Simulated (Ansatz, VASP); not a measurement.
Ge: VASP beside Ansatz

File POSCAR:

```
Ge
1.0
    1.2923628250     -2.4054773000      0.0000000000
    1.2923628250      2.4054773000      0.0000000000
    0.0000000000      0.0000000000      2.6982310000
Ge
1
Direct
    0.5000000000      0.5000000000      0.0000000000
```

INCAR.step1

```
ALGO     = Normal         # electronic algorithm
EDIFF    = 1E-4           # SCF threshold, eV
ENCUT    = 520            # plane-wave cutoff, eV
GGA      = PE             # functional
ISMEAR   = 0              # smearing method
LASPH    = True           # aspherical terms in the spheres
LCHARG   = False          # write CHGCAR
LREAL    = False          # projectors in reciprocal space
LWAVE    = True           # write WAVECAR
NBANDS   = 13             # bands
NELM     = 80             # most SCF steps
PREC     = Accurate       # precision mode
SIGMA    = 0.15           # smearing width, eV
```

File INCAR.step2:

```
ALGO     = Normal         # electronic algorithm
EDIFF    = 1E-7           # SCF threshold, eV
ENCUT    = 520            # plane-wave cutoff, eV
ISIF     = 2              # what is computed and relaxed
ISMEAR   = 0              # smearing method
ISTART   = 1            
LASPH    = True           # aspherical terms in the spheres
LCHARG   = False          # write CHGCAR
LMIXTAU  = True         
LREAL    = False          # projectors in reciprocal space
LWAVE    = False          # write WAVECAR
METAGGA  = R2SCAN         # meta-GGA
NBANDS   = 13             # bands
NELM     = 80             # most SCF steps
PREC     = Accurate       # precision mode
SIGMA    = 0.15           # smearing width, eV
```

File KPOINTS:

```
k-points
0
Gamma
  20 20 18
```

Input for Ansatz:

```yaml
crystal:
  lattice:
    - [1.292362825, -2.4054773, 0.0]
    - [1.292362825, 2.4054773, 0.0]
    - [0.0, 0.0, 2.698231]
  atoms:
    - { symbol: Ge, position: [0.5, 0.5, 0.0] }
basis:
  ecutwfc: 500
kpoints:
  mp_grid: { grid: [20, 20, 18] }
hamiltonian:
  xc: r2scan
scf:
  occupations: { method: gaussian, width: 0.15 }
output:
  forces: true
  stress: true
  eigenvalues: true
```

Change from the starting cell: strain -0.0750 x Voigt [1, 1, 0, 0, 0, 0], atoms carried along.

Alike in both runs: task single point; functional r2SCAN; k mesh 20 × 20 × 18; occupations gaussian, width 0.15 eV; no spin polarisation.

```csv
,VASP,Ansatz
version,VASP 6.6.1,Ansatz 0.2.0
potentials or method,"VASP PAW PBE potentials, release 64 (Ge_d), cutoff 520 eV","scalar-relativistic, plane waves, PAW"
valence electrons in the cell,14,14
```

```tsv
	VASP	Ansatz	Ansatz less VASP
gap on the k mesh at the Fermi level (eV)	none	none	-
pressure (GPa)	11.7	11.9	+0.17
traceless stress, the component that is largest in VASP (GPa)	-13.13	-13.17	-0.032
```

VASP's potentials were made for PBE, not for r2SCAN. A gap of «none» marks a metal or a gap that the smearing closes. The functional is the same, so the differences come from potentials, cutoffs and numerics.
